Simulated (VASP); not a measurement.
# Pb (Fm-3m) in VASP: notebook

The runs below take Pb through single point, with r2SCAN+D3(BJ).

Everything below comes from runs of VASP 6.6.1. Logs are shortened: lines on timing, memory, paths and dates and some standing lists are left out, and cuts for length are marked.

## (1) The cell of the first run

It takes space group Fm-3m (No. 225, cubic). Conventional cell: a = 4.950 Å, b = 4.950 Å, c = 4.950 Å, α = 90.00°, β = 90.00°, γ = 90.00°. Within 4.6 Å of Pb (site symmetry m-3m) lie 12 Pb at 3.50 Å.

## (2) Single point, r2SCAN+D3(BJ)

POSCAR

```
Pb
1.0
    0.0000000000      2.4750200000      2.4750200000
    2.4750200000      0.0000000000      2.4750200000
    2.4750200000      2.4750200000      0.0000000000
Pb
1
Direct
    0.0000000000      0.0000000000      0.0000000000
```

INCAR.step1

```
SYSTEM = Pb
  ALGO = Normal
  EDIFF = 1E-5
  ENCUT = 550
  GGA = PE
  GGA_COMPAT = .False.
  ISMEAR = -1
  LASPH = .True.
  LCHARG = .False.
  LREAL = .False.
  LWAVE = .True.
  NBANDS = 13
  NELM = 120
  PREC = Accurate
  SIGMA = 0.1
```

INCAR.step2

```
SYSTEM = Pb
  ALGO = Normal
  EDIFF = 1E-6
  ENCUT = 550
  GGA_COMPAT = .False.
  ISIF = 2
  ISMEAR = -1
  ISTART = 1
  IVDW = 12
  LASPH = .True.
  LCHARG = .False.
  LMIXTAU = .True.
  LREAL = .False.
  LWAVE = .False.
  METAGGA = R2SCAN
  NBANDS = 13
  NELM = 120
  PREC = Accurate
  SIGMA = 0.1
  VDW_A1 = 0.49484001
  VDW_A2 = 5.73083694
  VDW_S6 = 1.0
  VDW_S8 = 0.78981345
```

KPOINTS

```
k-points
0
Gamma
  9 9 9
  0 0 0
```

Potentials or basis: VASP PAW PBE potentials, release 64 (Pb_d).

On the command line:

```
$ cat potpaw_PBE.64/Pb_d/POTCAR > POTCAR
$ cp INCAR.step1 INCAR
$ mpirun -np 1 vasp_std > vasp.out
$ cp INCAR.step2 INCAR
$ mpirun -np 1 vasp_std > vasp.out
```

OUTCAR:

```text
SYSTEM = Pb
   EDIFF = 1E-6
   ENCUT = 550
   ISIF = 2
   ISMEAR = -1
   ISTART = 1
   IVDW = 12
   LASPH = .True.
   LREAL = .False.
   METAGGA = R2SCAN
   NELM = 120
   PREC = Accurate
 IVDW          = 12

 ion  position               nearest neighbor table
   1  0.000  0.000  0.000-

  LATTYP: Found a face centered cubic cell.
 ALAT       =     4.9500400000

  Lattice vectors:

 A1 = (   0.0000000000,   2.4750200000,   2.4750200000)
 A2 = (   2.4750200000,   0.0000000000,   2.4750200000)
 A3 = (   2.4750200000,   2.4750200000,   0.0000000000)

Analysis of symmetry for initial positions (statically):
=====================================================================
 Subroutine PRICEL returns:
 Original cell was already a primitive cell.

 Routine SETGRP: Setting up the symmetry group for a
 face centered cubic supercell.

 Subroutine GETGRP returns: Found 48 space group operations
 (whereof 48 operations were pure point group operations)
 out of a pool of 48 trial point group operations.

The static configuration has the point symmetry O_h .

Analysis of symmetry for dynamics (positions and initial velocities):
=====================================================================
 Subroutine PRICEL returns:
 Original cell was already a primitive cell.

 Routine SETGRP: Setting up the symmetry group for a
 face centered cubic supercell.

 Subroutine GETGRP returns: Found 48 space group operations
 (whereof 48 operations were pure point group operations)
 out of a pool of 48 trial point group operations.

The dynamic configuration has the point symmetry O_h .

 Subroutine INISYM returns: Found 48 space group operations
 (whereof 48 operations are pure point group operations),
 and found     1 'primitive' translations

----------------------------------------------------------------------------------------

                                     Primitive cell

  volume of cell :      30.3226

  direct lattice vectors                    reciprocal lattice vectors
     0.000000000  2.475020000  2.475020000    -0.202018570  0.202018570  0.202018570
     2.475020000  0.000000000  2.475020000     0.202018570 -0.202018570  0.202018570
     2.475020000  2.475020000  0.000000000     0.202018570  0.202018570 -0.202018570

  length of vectors
     3.500206851  3.500206851  3.500206851     0.349906427  0.349906427  0.349906427

  position of ions in fractional coordinates (direct lattice)
     0.000000000  0.000000000  0.000000000

  ion indices of the primitive-cell ions
   primitive index   ion index
                 1           1

----------------------------------------------------------------------------------------

 KPOINTS: k-points

Automatic generation of k-mesh.
 Grid dimensions read from file:
 generate k-points for:    9    9    9

 Generating k-lattice:

  Cartesian coordinates                     Fractional coordinates (reciprocal lattice)
    -0.022446508  0.022446508  0.022446508     0.111111111  0.000000000  0.000000000
     0.022446508 -0.022446508  0.022446508     0.000000000  0.111111111  0.000000000
     0.022446508  0.022446508 -0.022446508     0.000000000  0.000000000  0.111111111

  Length of vectors
     0.038878492  0.038878492  0.038878492

  Shift w.r.t. Gamma in fractional coordinates (k-lattice)
     0.000000000  0.000000000  0.000000000

 Subroutine IBZKPT returns following result:
 ===========================================

 Found     35 irreducible k-points:

 Following reciprocal coordinates:
            Coordinates               Weight
  0.000000  0.000000  0.000000      1.000000
  0.111111  0.000000  0.000000      8.000000
  0.222222  0.000000  0.000000      8.000000
  0.333333  0.000000  0.000000      8.000000
  0.444444  0.000000  0.000000      8.000000
  0.111111  0.111111  0.000000      6.000000
[... 16 lines left out ...]
 -0.333333  0.333333  0.000000     12.000000
  0.444444  0.444444  0.000000      6.000000
 [... further k-points ...]
   k-points           NKPTS =     35   k-points in BZ     NKDIM =     35   number of bands    NBANDS=     13
   number of dos      NEDOS =    301   number of ions     NIONS =      1
   total plane-waves  NPLWV =  21952
   dimension x,y,z NGX =    28 NGY =   28 NGZ =   28
   dimension x,y,z NGXF=    56 NGYF=   56 NGZF=   56
   ions per type =               1
   NGX,Y,Z   is equivalent  to a cutoff of  13.30, 13.30, 13.30 a.u.
   NGXF,Y,Z  is equivalent  to a cutoff of  26.60, 26.60, 26.60 a.u.
 SYSTEM =  Pb
   PREC   = accura    normal or accurate (medium, high low for compatibility)
   ISTART =      1    job   : 0-new  1-cont  2-samecut
   ICHARG =      0    charge: 1-file 2-atom 10-const
   ISPIN  =      1    spin polarized calculation?
   LNONCOLLINEAR =      F non collinear calculations
   LSORBIT =      F    spin-orbit coupling
   LASPH  =      T    aspherical Exc in radial PAW
   ENCUT  =  550.0 eV  40.42 Ry    6.36 a.u.   6.69  6.69  6.69*2*pi/ulx,y,z
   NELM   =    120;   NELMIN=  2; NELMDL=  0     # of ELM steps
   EDIFF  = 0.1E-05   stopping-criterion for ELM
   LREAL  =      F    real-space projection
   EDIFFG = 0.1E-04   stopping-criterion for IOM
   NSW    =      0    number of steps for IOM
   IBRION =     -1    ionic relax: 0-MD 1-quasi-New 2-CG
   NFREE  =      0    steps in history (QN), initial steepest desc. (CG)
   ISIF   =      2    stress and relaxation
   ISYM   =      2    0-nonsym 1-usesym 2-fastsym
   POTIM  = 0.5000    time-step for ionic-motion
   TEBEG  =    0.0;   TEEND  =   0.0 temperature during run
   PSTRESS=    0.0 pullay stress
   NELECT =      14.0000    total number of electrons
   NUPDOWN=      -1.0000    fix difference up-down
   EMIN   =  10.00;   EMAX   =-10.00  energy-range for DOS
   EFERMI =   0.00;   METHOD = LEGACY
   ISMEAR =    -1;   SIGMA  =   0.10  broadening in eV -4-tet -1-fermi 0-gaus
   EFERMI_NEDOS =   21; number of points for ismear=-14 and -15
   IALGO  =     38    algorithm
   IMIX   =      4    mixing-type and parameters
     AMIX     =   0.40;   BMIX     =  1.00
     AMIX_MAG =   1.60;   BMIX_MAG =  1.00
  volume/ion in A,a.u.               =      30.32       204.63
  Fermi-wavevector in a.u.,A,eV,Ry     =   1.265306  2.391081 21.782907  1.600999
  Thomas-Fermi vector in A             =   2.398566
   LORBIT       =      0    0 simple, 1 ext, 2 COOP (PROOUT), +10 PAW based schemes
   METAGGA = R2SCAN    functional components
   LHFCALC =     F    Hartree Fock is set to
   AEXX    =    0.0000 exact exchange contribution
   IVDW    =    12    specifies the selected vdW correction
   LEPSILON=     F    determine dielectric tensor
   LRPA    =     F    only Hartree local field effects (RPA)
 non-spin polarized calculation
  energy-cutoff  :      550.00
  volume of cell :       30.32
 maximum number of plane-waves:       907
   NGX = 13   NGY = 13   NGZ = 13

 number of electron      13.9999999 magnetization

 Free energy of the ion-electron system (eV)
  ---------------------------------------------------
  ext. energy  EPLUGINS =         0.00000000
  ---------------------------------------------------
  free energy    TOTEN  =       -56.29947423 eV

  energy without entropy =      -56.28736997  energy(sigma->0) =      -56.29342210

 E-fermi :   7.1126     XC(G=0): -10.9272

 val. band max:        7.0610797474   @ k =  -0.2222   0.3333   0.1111
 cond. band min:       7.2093966247   @ k =   0.3333   0.3333   0.0000
 fundamental gap:      0.1483168773
 Fermi energy:         7.1126358542

 k-point     1 :       0.0000    0.0000    0.0000
  band No.  band energies     occupation
      1     -10.5031      2.00000
      2     -10.5031      2.00000
      3     -10.5031      2.00000
      4     -10.3550      2.00000
      5     -10.3550      2.00000
      6      -5.0753      2.00000
      7      14.9596      0.00000
      8      14.9596      0.00000
      9      14.9596      0.00000
     10      17.6423      0.00000
     11      19.5232      0.00000
     12      20.3284      0.00000
     13      20.3284      0.00000

 k-point     2 :       0.1111    0.0000    0.0000
  band No.  band energies     occupation
      1     -10.5039      2.00000
      2     -10.4856      2.00000
      3     -10.4856      2.00000
      4     -10.3550      2.00000
      5     -10.3550      2.00000
      6      -4.8253      2.00000
      7      12.5410      0.00000
      8      14.6617      0.00000
      9      14.6617      0.00000
     10      17.2094      0.00000
     11      20.4395      0.00000
     12      20.8555      0.00000
     13      20.8555      0.00000

 k-point     3 :       0.2222    0.0000    0.0000
  band No.  band energies     occupation
      1     -10.5100      2.00000
      2     -10.4650      2.00000
      3     -10.4650      2.00000
      4     -10.3304      2.00000
      5     -10.3304      2.00000
      6      -4.0769      2.00000
      7       8.9213      0.00000
      8      14.0298      0.00000
      9      14.0298      0.00000
     10      16.8613      0.00000
     11      19.8821      0.00000
     12      20.5220      0.00000
     13      20.5220      0.00000

 k-point     4 :       0.3333    0.0000    0.0000
  band No.  band energies     occupation
      1     -10.5232      2.00000
      2     -10.4755      2.00000
      3     -10.4755      2.00000
      4     -10.2671      2.00000
      5     -10.2671      2.00000
      6      -2.8751      2.00000
      7       5.6529      2.00000
      8      13.4277      0.00000
      9      13.4277      0.00000
     10      16.7790      0.00000
     11      18.5108      0.00000
     12      19.5713      0.00000
     13      19.5713      0.00000

 k-point     5 :       0.4444    0.0000    0.0000
  band No.  band energies     occupation
      1     -10.5347      2.00000
      2     -10.4898      2.00000
      3     -10.4897      2.00000
      4     -10.2174      2.00000
      5     -10.2174      2.00000
      6      -1.5418      2.00000
      7       3.2612      2.00000
      8      13.0728      0.00000
      9      13.0728      0.00000
     10      16.9959      0.00000
     11      17.5627      0.00000
     12      19.0859      0.00000
     13      19.0859      0.00000
[... 257 lines left out ...]
 k-point    22 :      -0.4444    0.3333    0.0000
  band No.  band energies     occupation
      1     -10.6016      2.00000
      2     -10.4920      2.00000
      3     -10.2907      2.00000
      4     -10.2680      2.00000
      5     -10.2035      2.00000
      6      -0.0814      2.00000
      7       4.6585      2.00000
      8       6.7775      1.93227
      9      10.2142      0.00000
     10      14.1412      0.00000
     11      18.4740      0.00000
     12      24.2244      0.00000
     13      24.4170      0.00000

 k-point    23 :      -0.3333    0.3333    0.0000
  band No.  band energies     occupation
      1     -10.5625      2.00000
      2     -10.3939      2.00000
      3     -10.3441      2.00000
      4     -10.3205      2.00000
      5     -10.2504      2.00000
      6      -0.2394      2.00000
      7       5.3685      2.00000
      8       5.5793      2.00000
      9      11.0298      0.00000
     10      14.6546      0.00000
     11      21.7625      0.00000
     12      23.4732      0.00000
     13      23.4782      0.00000

 k-point    24 :       0.4444    0.4444    0.0000
  band No.  band energies     occupation
      1     -10.6735      2.00000
      2     -10.5737      2.00000
      3     -10.2270      2.00000
      4     -10.1839      2.00000
      5     -10.1839      2.00000
      6      -0.2250      2.00000
      7       4.3604      2.00000
      8       9.4534      0.00000
      9       9.4534      0.00000
     10      13.2410      0.00000
     11      14.2943      0.00000
     12      26.5238      0.00000
     13      28.3156      0.00000

 [... further k-points ...]

------------------------ aborting loop because EDIFF is reached ----------------------------------------

 Edisp (eV)   -0.19495

 E8    (eV) :    -0.0808

  FORCE on cell =-STRESS in cart. coord.  units (eV):
  Direction    XX          YY          ZZ          XY          YZ          ZX
  --------------------------------------------------------------------------------------
  -------------------------------------------------------------------------------------
  Total       0.01523     0.01523     0.01523    -0.00000    -0.00000     0.00000
  in kB       0.80447     0.80447     0.80447    -0.00000    -0.00000     0.00000
  external pressure =        0.80 kB  Pullay stress =        0.00 kB

 VOLUME and BASIS-vectors are now :
 -----------------------------------------------------------------------------
  energy-cutoff  :      550.00
  volume of cell :       30.32
      direct lattice vectors                 reciprocal lattice vectors
     0.000000000  2.475020000  2.475020000    -0.202018570  0.202018570  0.202018570
     2.475020000  0.000000000  2.475020000     0.202018570 -0.202018570  0.202018570
     2.475020000  2.475020000  0.000000000     0.202018570  0.202018570 -0.202018570

 POSITION                                       TOTAL-FORCE (eV/Angst)
 -----------------------------------------------------------------------------------
      0.00000      0.00000      0.00000         0.000000      0.000000      0.000000
 -----------------------------------------------------------------------------------
    total drift:                               -0.000000     -0.000000     -0.000000

  FREE ENERGIE OF THE ION-ELECTRON SYSTEM (eV)
  ---------------------------------------------------
  free  energy   TOTEN  =       -56.4944224065 eV

  energy  without entropy=      -56.4823181462  energy(sigma->0) =      -56.48837028
```

Run time: 49 s. Hardware: 1 thread of Intel Xeon 6975P-C, shared host; peak memory 0.18 GiB.

Results:

- Free energy: -56.4944 eV
- Pressure: 0.1 GPa
- Band gap on the k mesh: zero (band 7 reaches 14.96 eV, above the bottom of band 8 at 5.58 eV)
- Dispersion energy per atom: -0.195 eV

Caveat: three body term missing; the PAW data sets were made with another functional, which shifts forces and pressure a little; spin-orbit coupling is left out, which moves the levels of the heavy elements; pairwise dispersion overbinds metals, which lowers pressure and volume.

## (3) Single point, r2SCAN+D3(BJ)

This run uses another cell than the first one, of 30.53 Å³/atom, 1.007 times its volume.

POSCAR

```
Pb
1.0
    0.0000000000      2.4805923952      2.4805923952
    2.4805923952      0.0000000000      2.4805923952
    2.4805923952      2.4805923952      0.0000000000
Pb
1
Direct
    0.0000000000      0.0000000000      0.0000000000
```

INCAR.step1

```
SYSTEM = Pb
ALGO = Normal
EDIFF = 1E-5
ENCUT = 550
GGA = PE
GGA_COMPAT = .FALSE.
ISMEAR = -1
LASPH = .TRUE.
LCHARG = .FALSE.
LREAL = .FALSE.
LWAVE = .TRUE.
NBANDS = 13
NELM = 120
PREC = Accurate
SIGMA = 0.1
```

INCAR.step2

```
SYSTEM = Pb
ALGO = Normal
EDIFF = 1E-6
ENCUT = 550
GGA_COMPAT = .FALSE.
ISIF = 2
ISMEAR = -1
ISTART = 1
IVDW = 12
LASPH = .TRUE.
LCHARG = .TRUE.
LELF = .TRUE.
LMIXTAU = .TRUE.
LREAL = .FALSE.
LVHAR = .TRUE.
LWAVE = .FALSE.
METAGGA = R2SCAN
NBANDS = 13
NELM = 120
PREC = Accurate
SIGMA = 0.1
VDW_A1 = 0.49484001
VDW_A2 = 5.73083694
VDW_S6 = 1.0
VDW_S8 = 0.78981345
```

KPOINTS

```
k-points
0
G
  9 9 9
  0 0 0
```

Potentials or basis: VASP PAW PBE potentials, release 64 (Pb_d).

On the command line:

```
$ cat potpaw_PBE.64/Pb_d/POTCAR > POTCAR
$ cp INCAR.step1 INCAR
$ mpirun -np 1 vasp_std > vasp.out
$ cp INCAR.step2 INCAR
$ mpirun -np 1 vasp_std > vasp.out
```

Wall time 47 s (1 thread of Intel Xeon 6975P-C, shared host); peak memory 0.18 GiB.

The run converged. Its results:

```yaml
Free_energy: -56.4944 eV
Pressure: -0.2 GPa
Band_gap_on_the_k_mesh: zero (band 7 reaches 14.83 eV, above the bottom of band 8 at 5.52 eV)
Dispersion_energy_per_atom: -0.194 eV
```

Levels at points of the mesh, in eV from the Fermi level:
| k point | band 4 | band 5 | band 6 | band 7 | band 8 | band 9 | band 10 | band 11 |
| --- | --- | --- | --- | --- | --- | --- | --- | --- |
| (0.00, 0.00, 0.00) | -17.47 | -17.47 | -12.14 | 7.79 | 7.79 | 7.79 | 10.52 | 12.32 |

Caveat: three body term missing; the PAW data sets were made with another functional, which shifts forces and pressure a little; spin-orbit coupling is left out, which moves the levels of the heavy elements; pairwise dispersion overbinds metals, which lowers pressure and volume.
